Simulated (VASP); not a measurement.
# TePb (Pm-3m) in VASP: notebook, part 2 of 2

VASP 6.6.1. The steps go on from the part before.

## (6) Single point, RPBE+D4

This run uses another cell than the first one, of 32.47 Å³/atom, 1.083 times its volume.

INCAR reads:

```
PREC = Accurate
ENCUT = 520
EDIFF = 1E-7
ISMEAR = -1
SIGMA = 0.05
LREAL = False
LASPH = True
NELM = 80
ALGO = Normal
ISIF = 2
LWAVE = False
LCHARG = False
GGA = RP
IVDW = 13
NBANDS = 17
```

KPOINTS reads:

```
regular mesh
0
Gamma
  7 7 7
```

POSCAR reads:

```
TePb
1.0
    4.0194467632      0.0000000000      0.0000000000
    0.0000000000      4.0194467632      0.0000000000
    0.0000000000      0.0000000000      4.0194467632
Pb Te
1 1
Direct
    0.0000000000      0.0000000000      0.0000000000
    0.5000000000      0.5000000000      0.5000000000
```

Potentials or basis: VASP PAW PBE potentials, release 64 (Pb_d, Te).

On the command line:

```
> cat potpaw_PBE.64/Pb_d/POTCAR potpaw_PBE.64/Te/POTCAR > POTCAR
> mpirun -np 1 vasp_std > vasp.out
```

OUTCAR:

```text
PREC = Accurate
   ENCUT = 520
   EDIFF = 1E-7
   ISMEAR = -1
   LREAL = False
   LASPH = True
   NELM = 80
   ISIF = 2
   GGA = RP
   IVDW = 13

 ion  position               nearest neighbor table
   1  0.000  0.000  0.000-   2 3.48   2 3.48   2 3.48   2 3.48   2 3.48   2 3.48   2 3.48   2 3.48

   2  0.500  0.500  0.500-   1 3.48   1 3.48   1 3.48   1 3.48   1 3.48   1 3.48   1 3.48   1 3.48

  LATTYP: Found a simple cubic cell.
 ALAT       =     4.0194467632

  Lattice vectors:

 A1 = (   4.0194467632,   0.0000000000,   0.0000000000)
 A2 = (   0.0000000000,   4.0194467632,   0.0000000000)
 A3 = (   0.0000000000,   0.0000000000,   4.0194467632)

Analysis of symmetry for initial positions (statically):
=====================================================================
 Subroutine PRICEL returns:
 Original cell was already a primitive cell.

 Routine SETGRP: Setting up the symmetry group for a
 simple cubic supercell.

 Subroutine GETGRP returns: Found 48 space group operations
 (whereof 48 operations were pure point group operations)
 out of a pool of 48 trial point group operations.

The static configuration has the point symmetry O_h .

Analysis of symmetry for dynamics (positions and initial velocities):
=====================================================================
 Subroutine PRICEL returns:
 Original cell was already a primitive cell.

 Routine SETGRP: Setting up the symmetry group for a
 simple cubic supercell.

 Subroutine GETGRP returns: Found 48 space group operations
 (whereof 48 operations were pure point group operations)
 out of a pool of 48 trial point group operations.

The dynamic configuration has the point symmetry O_h .

 Subroutine INISYM returns: Found 48 space group operations
 (whereof 48 operations are pure point group operations),
 and found     1 'primitive' translations

----------------------------------------------------------------------------------------

                                     Primitive cell

  volume of cell :      64.9380

  direct lattice vectors                    reciprocal lattice vectors
     4.019446763  0.000000000  0.000000000     0.248790458  0.000000000  0.000000000
     0.000000000  4.019446763  0.000000000     0.000000000  0.248790458  0.000000000
     0.000000000  0.000000000  4.019446763     0.000000000  0.000000000  0.248790458

  length of vectors
     4.019446763  4.019446763  4.019446763     0.248790458  0.248790458  0.248790458

  position of ions in fractional coordinates (direct lattice)
     0.000000000  0.000000000  0.000000000
     0.500000000  0.500000000  0.500000000

  ion indices of the primitive-cell ions
   primitive index   ion index
                 1           1
                 2           2

----------------------------------------------------------------------------------------

 KPOINTS: regular mesh

Automatic generation of k-mesh.
 Grid dimensions read from file:
 generate k-points for:    7    7    7

 Generating k-lattice:

  Cartesian coordinates                     Fractional coordinates (reciprocal lattice)
     0.035541494  0.000000000  0.000000000     0.142857143  0.000000000  0.000000000
     0.000000000  0.035541494  0.000000000     0.000000000  0.142857143  0.000000000
     0.000000000  0.000000000  0.035541494     0.000000000  0.000000000  0.142857143

  Length of vectors
     0.035541494  0.035541494  0.035541494

  Shift w.r.t. Gamma in fractional coordinates (k-lattice)
     0.000000000  0.000000000  0.000000000

 Subroutine IBZKPT returns following result:
 ===========================================

 Found     20 irreducible k-points:

 Following reciprocal coordinates:
            Coordinates               Weight
  0.000000  0.000000  0.000000      1.000000
  0.142857  0.000000  0.000000      6.000000
  0.285714  0.000000  0.000000      6.000000
  0.428571  0.000000  0.000000      6.000000
  0.142857  0.142857  0.000000     12.000000
  0.285714  0.142857  0.000000     24.000000
[... 12 lines left out ...]
  0.428571  0.428571  0.285714     24.000000
  0.428571  0.428571  0.428571      8.000000
   k-points           NKPTS =     20   k-points in BZ     NKDIM =     20   number of bands    NBANDS=     17
   number of dos      NEDOS =    301   number of ions     NIONS =      2
   total plane-waves  NPLWV =  27000
   dimension x,y,z NGX =    30 NGY =   30 NGZ =   30
   dimension x,y,z NGXF=    60 NGYF=   60 NGZF=   60
   ions per type =               1   1
   NGX,Y,Z   is equivalent  to a cutoff of  12.41, 12.41, 12.41 a.u.
   NGXF,Y,Z  is equivalent  to a cutoff of  24.82, 24.82, 24.82 a.u.
 SYSTEM =  unknown system
   PREC   = accura    normal or accurate (medium, high low for compatibility)
   ISTART =      0    job   : 0-new  1-cont  2-samecut
   ICHARG =      2    charge: 1-file 2-atom 10-const
   ISPIN  =      1    spin polarized calculation?
   LNONCOLLINEAR =      F non collinear calculations
   LSORBIT =      F    spin-orbit coupling
   LASPH  =      T    aspherical Exc in radial PAW
   ENCUT  =  520.0 eV  38.22 Ry    6.18 a.u.   7.47  7.47  7.47*2*pi/ulx,y,z
   NELM   =     80;   NELMIN=  2; NELMDL= -5     # of ELM steps
   EDIFF  = 0.1E-06   stopping-criterion for ELM
   LREAL  =      F    real-space projection
   EDIFFG = 0.1E-05   stopping-criterion for IOM
   NSW    =      0    number of steps for IOM
   IBRION =     -1    ionic relax: 0-MD 1-quasi-New 2-CG
   NFREE  =      0    steps in history (QN), initial steepest desc. (CG)
   ISIF   =      2    stress and relaxation
   ISYM   =      2    0-nonsym 1-usesym 2-fastsym
   POTIM  = 0.5000    time-step for ionic-motion
   TEBEG  =    0.0;   TEEND  =   0.0 temperature during run
   PSTRESS=    0.0 pullay stress
   NELECT =      20.0000    total number of electrons
   NUPDOWN=      -1.0000    fix difference up-down
   EMIN   =  10.00;   EMAX   =-10.00  energy-range for DOS
   EFERMI =   0.00;   METHOD = LEGACY
   ISMEAR =    -1;   SIGMA  =   0.05  broadening in eV -4-tet -1-fermi 0-gaus
   EFERMI_NEDOS =   21; number of points for ismear=-14 and -15
   IALGO  =     38    algorithm
   IMIX   =      4    mixing-type and parameters
     AMIX     =   0.40;   BMIX     =  1.00
     AMIX_MAG =   1.60;   BMIX_MAG =  1.00
  volume/ion in A,a.u.               =      32.47       219.11
  Fermi-wavevector in a.u.,A,eV,Ry     =   1.105567  2.089219 16.630118  1.222279
  Thomas-Fermi vector in A             =   2.242056
   LORBIT       =      0    0 simple, 1 ext, 2 COOP (PROOUT), +10 PAW based schemes
   GGA     = RP    functional components
   LHFCALC =     F    Hartree Fock is set to
   AEXX    =    0.0000 exact exchange contribution
   IVDW    =    13    specifies the selected vdW correction
   LEPSILON=     F    determine dielectric tensor
   LRPA    =     F    only Hartree local field effects (RPA)
 non-spin polarized calculation
  energy-cutoff  :      520.00
  volume of cell :       64.94
 maximum number of plane-waves:      1767
 NGX is ok and might be reduce to    30
   NGX = 15   NGY = 15   NGZ = 15

 number of electron      20.0000012 magnetization

 Free energy of the ion-electron system (eV)
  ---------------------------------------------------
  ext. energy  EPLUGINS =         0.00000000
  ---------------------------------------------------
  free energy    TOTEN  =        -6.33763300 eV

  energy without entropy =       -6.32562092  energy(sigma->0) =       -6.33162696

 E-fermi :   6.3745     XC(G=0):  -9.5224

 val. band max:        6.3586074984   @ k =   0.4286   0.2857   0.0000
 cond. band min:       6.4282159066   @ k =   0.4286   0.4286   0.2857
 fundamental gap:      0.0696084082
 Fermi energy:         6.3744608117

 k-point     1 :       0.0000    0.0000    0.0000
  band No.  band energies     occupation
      1     -10.9002      2.00000
      2     -10.9002      2.00000
      3     -10.8196      2.00000
      4     -10.8196      2.00000
      5     -10.8196      2.00000
      6      -5.6977      2.00000
[... 9 lines left out ...]
     16      16.1778      0.00000
     17      17.3012      0.00000
[... 361 lines left out ...]
 k-point    20 :       0.4286    0.4286    0.4286
  band No.  band energies     occupation
      1     -10.8676      2.00000
      2     -10.8660      2.00000
      3     -10.8660      2.00000
      4     -10.8006      2.00000
      5     -10.8006      2.00000
      6      -3.3758      2.00000
[... 9 lines left out ...]
     16      18.6943      0.00000
     17      20.6478      0.00000

------------------------ aborting loop because EDIFF is reached ----------------------------------------

  DFT-D4 for vdW energy calculation

  Edisp (eV):   -1.75898

  FORCE on cell =-STRESS in cart. coord.  units (eV):
  Direction    XX          YY          ZZ          XY          YZ          ZX
  --------------------------------------------------------------------------------------
  -------------------------------------------------------------------------------------
  Total      -0.03295    -0.03295    -0.03295     0.00000     0.00000    -0.00000
  in kB      -0.81288    -0.81288    -0.81288     0.00000     0.00000    -0.00000
  external pressure =       -0.81 kB  Pullay stress =        0.00 kB

 VOLUME and BASIS-vectors are now :
 -----------------------------------------------------------------------------
  energy-cutoff  :      520.00
  volume of cell :       64.94
      direct lattice vectors                 reciprocal lattice vectors
     4.019446763  0.000000000  0.000000000     0.248790458  0.000000000  0.000000000
     0.000000000  4.019446763  0.000000000     0.000000000  0.248790458  0.000000000
     0.000000000  0.000000000  4.019446763     0.000000000  0.000000000  0.248790458

 POSITION                                       TOTAL-FORCE (eV/Angst)
 -----------------------------------------------------------------------------------
      0.00000      0.00000      0.00000         0.000000      0.000000      0.000000
      2.00972      2.00972      2.00972         0.000000      0.000000      0.000000
 -----------------------------------------------------------------------------------
    total drift:                                0.000000     -0.000000     -0.000000

  FREE ENERGIE OF THE ION-ELECTRON SYSTEM (eV)
  ---------------------------------------------------
  free  energy   TOTEN  =        -8.0966132486 eV

  energy  without entropy=       -8.0846011667  energy(sigma->0) =       -8.09060721
```

stdout:

```text
POSCAR found type information on POSCAR PbTe
 POSCAR found :  2 types and       2 ions
 scaLAPACK will be used
 -----------------------------------------------------------------------------
|                                                                             |
|                                                                             |
|     You enforced a specific xc type in the INCAR file but a different       |
|     I HOPE YOU KNOW WHAT YOU ARE DOING!                                     |
|                                                                             |
 -----------------------------------------------------------------------------

 LDA part: xc-table for (Slater+PW92), standard interpolation
 POSCAR, INCAR and KPOINTS ok, starting setup
 FFT: planning ... GRIDC
 FFT: planning ... GRID_SOFT
 FFT: planning ... GRID
 WAVECAR not read
 entering main loop
```

Wall time 19 s (1 thread of Intel Xeon Platinum 8488C (Sapphire Rapids), shared host); peak memory 0.18 GiB.

What came out:

```yaml
Free_energy: -8.0966 eV
Pressure: -0.1 GPa
Band_gap_on_the_k_mesh: zero (band 10 reaches 6.53 eV, above the bottom of band 11 at 5.80 eV)
Dispersion_energy_per_atom: -0.879 eV
```

Caveat: the PAW data sets were made with another functional, which shifts forces and pressure a little; spin-orbit coupling is left out, which moves the levels of the heavy elements; pairwise dispersion overbinds metals, which lowers pressure and volume.

## (7) The runs side by side

```csv
level,potentials or basis,cell,smearing,gap on the mesh (eV),pressure (GPa)
revPBE+D3(BJ),"VASP PAW PBE potentials, release 64 (Pb_d, Te)","a = 3.914 Å, 2 atoms",fermi-dirac 0.05 eV,none,-0.1
RPBE,"VASP PAW PBE potentials, release 64 (Pb_d, Te)","a = 4.002 Å, 2 atoms",gaussian 0.05 eV,none,1.6
LDA,"VASP PAW LDA potentials, release 64 (Pb_d, Te)","a = 4.002 Å, 2 atoms",gaussian 0.1 eV,none,-4.0
PBE+D4,"VASP PAW PBE potentials, release 64 (Pb_d, Te)","a = 4.014 Å, 2 atoms",fermi-dirac 0.05 eV,none,0.0
RPBE+D4,"VASP PAW PBE potentials, release 64 (Pb_d, Te)","a = 4.019 Å, 2 atoms",fermi-dirac 0.05 eV,none,-0.1
```

Alike in all rows: task single point; no spin polarisation; k mesh 7 × 7 × 7; cutoff (eV) 520.

Caveats: spin-orbit coupling is left out, which moves the levels of the heavy elements; the PAW data sets were made with another functional, which shifts forces and pressure a little (some runs); pairwise dispersion overbinds metals, which lowers pressure and volume (some runs).

Total energies depend on the potentials used, so only differences within one code and one set of settings carry meaning.
